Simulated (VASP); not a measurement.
# W (P4/nmm) in VASP: single point with r2SCAN

Aim: the single point of W with r2SCAN.

All numbers are computed with VASP 6.6.1; they aren't measurements. Logs are shortened: lines on timing, memory, paths and dates and some standing lists are left out, and cuts for length are marked.

## Step 1: The cell of the first run

Symmetry: P4/nmm, No. 129, tetragonal system. The conventional cell has a = 2.871 Å, b = 2.871 Å, c = 4.060 Å, α = 90.00°, β = 90.00°, γ = 90.00°. W (site symmetry 4mm) has 12 W at 2.77 to 2.98 Å within 3.6 Å.

## Step 2: Single point, r2SCAN (atoms displaced along a vibrational mode)

File POSCAR:

```
W
1.0
    0.0000000000     -2.0300000000     -2.0300000000
    0.0000000000      2.0300000000     -2.0300000000
    4.0600000000      0.0000000000      0.0000000000
W
2
Direct
    0.5000000000      0.5000000000      0.5184729064
    0.0000000000      0.0000000000     -0.0184729064
```

File INCAR.step1:

```
  PREC = Accurate
  ENCUT = 550
  ISMEAR = 0
  SIGMA = 0.15
  LREAL = False
  LASPH = True
  NELM = 120
  NBANDS = 21
  GGA = PE
  ALGO = Normal
  EDIFF = 1E-5
  LWAVE = True
  LCHARG = False
  GGA_COMPAT = False
```

File INCAR.step2:

```
  PREC = Accurate
  ENCUT = 550
  EDIFF = 1E-6
  ISMEAR = 0
  SIGMA = 0.15
  LREAL = False
  LASPH = True
  NELM = 120
  ALGO = Normal
  ISIF = 2
  LWAVE = False
  LCHARG = True
  METAGGA = R2SCAN
  LMIXTAU = True
  LELF = True
  LVHAR = True
  NBANDS = 21
  ISTART = 1
  GGA_COMPAT = False
```

File KPOINTS:

```
Automatic mesh
0
Gamma
  16 16 12
```

Potentials or basis: VASP PAW PBE potentials, release 64 (W_sv).

Command:

```console
> cat potpaw_PBE.64/W_sv/POTCAR > POTCAR
> cp INCAR.step1 INCAR
> mpirun -np 1 vasp_std > vasp.out
> cp INCAR.step2 INCAR
> mpirun -np 1 vasp_std > vasp.out
```

OUTCAR:

```text
PREC = Accurate
   ENCUT = 550
   EDIFF = 1E-6
   ISMEAR = 0
   LREAL = False
   LASPH = True
   NELM = 120
   ISIF = 2
   METAGGA = R2SCAN
   ISTART = 1

 ion  position               nearest neighbor table
   1  0.500  0.500  0.518-   2 2.77   2 2.77   2 2.77   2 2.77   2 2.98   2 2.98   2 2.98   2 2.98

   2  0.000  0.000  0.982-   1 2.77   1 2.77   1 2.77   1 2.77   1 2.98   1 2.98   1 2.98   1 2.98

  LATTYP: Found a simple tetragonal cell.
 ALAT       =     2.8708535316
 C/A-ratio  =     1.4142135624

  Lattice vectors:

 A1 = (   0.0000000000,  -2.0300000000,  -2.0300000000)
 A2 = (   0.0000000000,   2.0300000000,  -2.0300000000)
 A3 = (   4.0600000000,   0.0000000000,   0.0000000000)

Analysis of symmetry for initial positions (statically):
=====================================================================
 Subroutine PRICEL returns:
 Original cell was already a primitive cell.

 Routine SETGRP: Setting up the symmetry group for a
 simple tetragonal supercell.

 Subroutine GETGRP returns: Found 16 space group operations
 (whereof  8 operations were pure point group operations)
 out of a pool of 16 trial point group operations.

The static configuration has the point symmetry C_4v.
 The point group associated with its full space group is D_4h.

Analysis of symmetry for dynamics (positions and initial velocities):
=====================================================================
 Subroutine PRICEL returns:
 Original cell was already a primitive cell.

 Routine SETGRP: Setting up the symmetry group for a
 simple tetragonal supercell.

 Subroutine GETGRP returns: Found 16 space group operations
 (whereof  8 operations were pure point group operations)
 out of a pool of 16 trial point group operations.

The dynamic configuration has the point symmetry C_4v.
 The point group associated with its full space group is D_4h.

 Subroutine INISYM returns: Found 16 space group operations
 (whereof  8 operations are pure point group operations),
 and found     1 'primitive' translations

----------------------------------------------------------------------------------------

                                     Primitive cell

  volume of cell :      33.4617

  direct lattice vectors                    reciprocal lattice vectors
     0.000000000 -2.030000000 -2.030000000     0.000000000 -0.246305419 -0.246305419
     0.000000000  2.030000000 -2.030000000     0.000000000  0.246305419 -0.246305419
     4.060000000  0.000000000  0.000000000     0.246305419  0.000000000  0.000000000

  length of vectors
     2.870853532  2.870853532  4.060000000     0.348328464  0.348328464  0.246305419

  position of ions in fractional coordinates (direct lattice)
     0.500000000  0.500000000  0.518472906
     0.000000000  0.000000000  0.981527094

  ion indices of the primitive-cell ions
   primitive index   ion index
                 1           1
                 2           2

----------------------------------------------------------------------------------------

 KPOINTS: Automatic mesh

Automatic generation of k-mesh.
 Grid dimensions read from file:
 generate k-points for:   16   16   12

 Generating k-lattice:

  Cartesian coordinates                     Fractional coordinates (reciprocal lattice)
     0.000000000 -0.015394089 -0.015394089     0.062500000  0.000000000  0.000000000
     0.000000000  0.015394089 -0.015394089     0.000000000  0.062500000  0.000000000
     0.020525452  0.000000000  0.000000000     0.000000000  0.000000000  0.083333333

  Length of vectors
     0.021770529  0.021770529  0.020525452

  Shift w.r.t. Gamma in fractional coordinates (k-lattice)
     0.000000000  0.000000000  0.000000000

 Subroutine IBZKPT returns following result:
 ===========================================

 Found    315 irreducible k-points:

 Following reciprocal coordinates:
            Coordinates               Weight
  0.000000  0.000000  0.000000      1.000000
  0.062500  0.000000  0.000000      4.000000
  0.125000  0.000000  0.000000      4.000000
  0.187500  0.000000  0.000000      4.000000
  0.250000  0.000000  0.000000      4.000000
  0.312500  0.000000  0.000000      4.000000
[... 16 lines left out ...]
  0.437500  0.125000  0.000000      8.000000
  0.500000  0.125000  0.000000      4.000000
 [... further k-points ...]
   k-points           NKPTS =    315   k-points in BZ     NKDIM =    315   number of bands    NBANDS=     21
   number of dos      NEDOS =    301   number of ions     NIONS =      2
   total plane-waves  NPLWV =  18432
   dimension x,y,z NGX =    24 NGY =   24 NGZ =   32
   dimension x,y,z NGXF=    48 NGYF=   48 NGZF=   64
   ions per type =               2
   NGX,Y,Z   is equivalent  to a cutoff of  13.90, 13.90, 13.10 a.u.
   NGXF,Y,Z  is equivalent  to a cutoff of  27.80, 27.80, 26.21 a.u.
 SYSTEM =  unknown system
   PREC   = accura    normal or accurate (medium, high low for compatibility)
   ISTART =      1    job   : 0-new  1-cont  2-samecut
   ICHARG =      0    charge: 1-file 2-atom 10-const
   ISPIN  =      1    spin polarized calculation?
   LNONCOLLINEAR =      F non collinear calculations
   LSORBIT =      F    spin-orbit coupling
   LASPH  =      T    aspherical Exc in radial PAW
   ENCUT  =  550.0 eV  40.42 Ry    6.36 a.u.   5.49  5.49  7.76*2*pi/ulx,y,z
   NELM   =    120;   NELMIN=  2; NELMDL=  0     # of ELM steps
   EDIFF  = 0.1E-05   stopping-criterion for ELM
   LREAL  =      F    real-space projection
   EDIFFG = 0.1E-04   stopping-criterion for IOM
   NSW    =      0    number of steps for IOM
   IBRION =     -1    ionic relax: 0-MD 1-quasi-New 2-CG
   NFREE  =      0    steps in history (QN), initial steepest desc. (CG)
   ISIF   =      2    stress and relaxation
   ISYM   =      2    0-nonsym 1-usesym 2-fastsym
   POTIM  = 0.5000    time-step for ionic-motion
   TEBEG  =    0.0;   TEEND  =   0.0 temperature during run
   PSTRESS=    0.0 pullay stress
   NELECT =      28.0000    total number of electrons
   NUPDOWN=      -1.0000    fix difference up-down
   EMIN   =  10.00;   EMAX   =-10.00  energy-range for DOS
   EFERMI =   0.00;   METHOD = LEGACY
   ISMEAR =     0;   SIGMA  =   0.15  broadening in eV -4-tet -1-fermi 0-gaus
   EFERMI_NEDOS =   21; number of points for ismear=-14 and -15
   IALGO  =     38    algorithm
   IMIX   =      4    mixing-type and parameters
     AMIX     =   0.40;   BMIX     =  1.00
     AMIX_MAG =   1.60;   BMIX_MAG =  1.00
  volume/ion in A,a.u.               =      16.73       112.91
  Fermi-wavevector in a.u.,A,eV,Ry     =   1.542688  2.915258 32.380324  2.379887
  Thomas-Fermi vector in A             =   2.648457
   LORBIT       =      0    0 simple, 1 ext, 2 COOP (PROOUT), +10 PAW based schemes
   METAGGA = R2SCAN    functional components
   LHFCALC =     F    Hartree Fock is set to
   AEXX    =    0.0000 exact exchange contribution
   IVDW    =     0    specifies the selected vdW correction
   LEPSILON=     F    determine dielectric tensor
   LRPA    =     F    only Hartree local field effects (RPA)
 non-spin polarized calculation
 Gauss-broadening in eV      SIGMA  =   0.15
  energy-cutoff  :      550.00
  volume of cell :       33.46
 maximum number of plane-waves:      1008
 NGX is ok and might be reduce to    24
   NGX = 11   NGY = 11   NGZ = 15

 number of electron      27.9999995 magnetization

 Free energy of the ion-electron system (eV)
  ---------------------------------------------------
  ext. energy  EPLUGINS =         0.00000000
  ---------------------------------------------------
  free energy    TOTEN  =      -101.42915325 eV

  energy without entropy =     -101.40305492  energy(sigma->0) =     -101.41610408

 E-fermi :  10.1317     XC(G=0): -14.5920

 val. band max:       10.1277925140   @ k =   0.1250   0.0625   0.5000
 cond. band min:      10.1366207696   @ k =   0.3125   0.0000   0.2500
 fundamental gap:      0.0088282557
 Fermi energy:        10.1317397462

 k-point     1 :       0.0000    0.0000    0.0000
  band No.  band energies     occupation
      1     -65.5681      2.00000
      2     -65.4055      2.00000
      3     -29.6143      2.00000
      4     -28.9643      2.00000
      5     -28.9643      2.00000
      6     -28.5205      2.00000
[... 13 lines left out ...]
     20      15.8269      0.00000
     21      22.2436      0.00000

 k-point     2 :       0.0625    0.0000    0.0000
  band No.  band energies     occupation
      1     -65.5652      2.00000
      2     -65.4056      2.00000
      3     -29.6031      2.00000
      4     -28.9867      2.00000
      5     -28.9580      2.00000
      6     -28.5388      2.00000
[... 13 lines left out ...]
     20      16.4318      0.00000
     21      21.4379      0.00000

 k-point     3 :       0.1250    0.0000    0.0000
  band No.  band energies     occupation
      1     -65.5566      2.00000
      2     -65.4062      2.00000
      3     -29.5704      2.00000
      4     -29.0488      2.00000
      5     -28.9396      2.00000
      6     -28.6192      2.00000
[... 13 lines left out ...]
     20      17.6268      0.00000
     21      20.1922      0.00000

 k-point     4 :       0.1875    0.0000    0.0000
  band No.  band energies     occupation
      1     -65.5432      2.00000
      2     -65.4077      2.00000
      3     -29.5193      2.00000
      4     -29.1379      2.00000
      5     -28.9105      2.00000
      6     -28.7376      2.00000
[... 13 lines left out ...]
     20      18.9796      0.00000
     21      18.9963      0.00000

 k-point     5 :       0.2500    0.0000    0.0000
  band No.  band energies     occupation
      1     -65.5260      2.00000
      2     -65.4108      2.00000
      3     -29.4565      2.00000
      4     -29.2370      2.00000
      5     -28.8725      2.00000
      6     -28.8722      2.00000
[... 13 lines left out ...]
     20      17.9877      0.00000
     21      20.4221      0.00000

 k-point     6 :       0.3125    0.0000    0.0000
  band No.  band energies     occupation
      1     -65.5066      2.00000
      2     -65.4160      2.00000
      3     -29.3963      2.00000
      4     -29.3288      2.00000
      5     -28.9924      2.00000
      6     -28.8282      2.00000
[... 13 lines left out ...]
     20      17.3699      0.00000
     21      21.8121      0.00000

 k-point     7 :       0.3750    0.0000    0.0000
  band No.  band energies     occupation
      1     -65.4865      2.00000
      2     -65.4241      2.00000
      3     -29.3978      2.00000
      4     -29.3712      2.00000
      5     -29.0514      2.00000
      6     -28.7804      2.00000
[... 13 lines left out ...]
     20      17.1753      0.00000
     21      22.8585      0.00000
[... 291 lines left out ...]
      1     -65.5163      2.00000
      2     -65.4097      2.00000
      3     -29.4231      2.00000
      4     -29.2382      2.00000
      5     -28.9402      2.00000
      6     -28.9098      2.00000
[... 13 lines left out ...]
     20      19.0361      0.00000
     21      20.5311      0.00000

 k-point    21 :       0.3125    0.1250    0.0000
  band No.  band energies     occupation
      1     -65.4979      2.00000
      2     -65.4140      2.00000
      3     -29.3716      2.00000
      4     -29.3305      2.00000
      5     -29.0204      2.00000
      6     -28.9023      2.00000
[... 13 lines left out ...]
     20      18.2116      0.00000
     21      21.7834      0.00000

 k-point    22 :       0.3750    0.1250    0.0000
  band No.  band energies     occupation
      1     -65.4789      2.00000
      2     -65.4211      2.00000
      3     -29.4010      2.00000
      4     -29.3623      2.00000
      5     -29.0647      2.00000
      6     -28.8706      2.00000
[... 13 lines left out ...]
     20      17.7034      0.00000
     21      22.5539      0.00000

 k-point    23 :       0.4375    0.1250    0.0000
  band No.  band energies     occupation
      1     -65.4607      2.00000
      2     -65.4312      2.00000
      3     -29.4378      2.00000
      4     -29.4010      2.00000
      5     -29.0267      2.00000
      6     -28.8861      2.00000
[... 13 lines left out ...]
     20      17.3602      0.00000
     21      22.3374      0.00000

 k-point    24 :       0.5000    0.1250    0.0000
  band No.  band energies     occupation
      1     -65.4445      2.00000
      2     -65.4445      2.00000
      3     -29.4359      2.00000
      4     -29.4359      2.00000
      5     -28.9544      2.00000
      6     -28.9544      2.00000
[... 13 lines left out ...]
     20      16.7837      0.00000
     21      22.7258      0.00000

 [... further k-points ...]

------------------------ aborting loop because EDIFF is reached ----------------------------------------

  FORCE on cell =-STRESS in cart. coord.  units (eV):
  Direction    XX          YY          ZZ          XY          YZ          ZX
  --------------------------------------------------------------------------------------
  -------------------------------------------------------------------------------------
  Total       -2.6205347     -0.3357995     -0.3357995      0.0000000      0.0000000     -0.0000000
  in kB     -125.4736100    -16.0783881    -16.0783881      0.0000000      0.0000000     -0.0000000
  external PRESSURE =     -52.5434621 kB  Pullay stress =       0.0000000 kB

 VOLUME and BASIS-vectors are now :
 -----------------------------------------------------------------------------
  energy-cutoff  :      550.00
  volume of cell :       33.46
      direct lattice vectors                 reciprocal lattice vectors
     0.000000000 -2.030000000 -2.030000000     0.000000000 -0.246305419 -0.246305419
     0.000000000  2.030000000 -2.030000000     0.000000000  0.246305419 -0.246305419
     4.060000000  0.000000000  0.000000000     0.246305419  0.000000000  0.000000000

 POSITION                                       TOTAL-FORCE (eV/Angst)
 -----------------------------------------------------------------------------------
      2.10500      0.00000     -2.03000        -1.920297     -0.000000     -0.000000
      3.98500      0.00000      0.00000         1.920297      0.000000      0.000000
 -----------------------------------------------------------------------------------
    total drift:                               -0.000000     -0.000000      0.000000

  FREE ENERGIE OF THE ION-ELECTRON SYSTEM (eV)
  ---------------------------------------------------
  free  energy   TOTEN  =      -101.4291532486 eV

  energy  without entropy=     -101.4030549193  energy(sigma->0) =     -101.41610408
```

Wall time 9.3 min (1 thread of Intel Xeon 8259CL, shared host); peak memory 0.31 GiB.

What came out:

```
Free energy            : -101.4292 eV
Pressure               : -5.3 GPa
Largest force          : 1.920 eV/Å
Band gap on the k mesh : zero (bands 14 and 15 overlap by 3.47 eV)
```

Forces on the atoms (eV/Å):
```
W   -1.920  0.000  0.000
W    1.920  0.000  0.000
```

Caveat: the cell differs from its parent crystal (atoms displaced along a vibrational mode); the cell stands under tension; the PAW data sets were made with another functional, which shifts forces and pressure a little; spin-orbit coupling is left out, which moves the levels of the heavy elements.
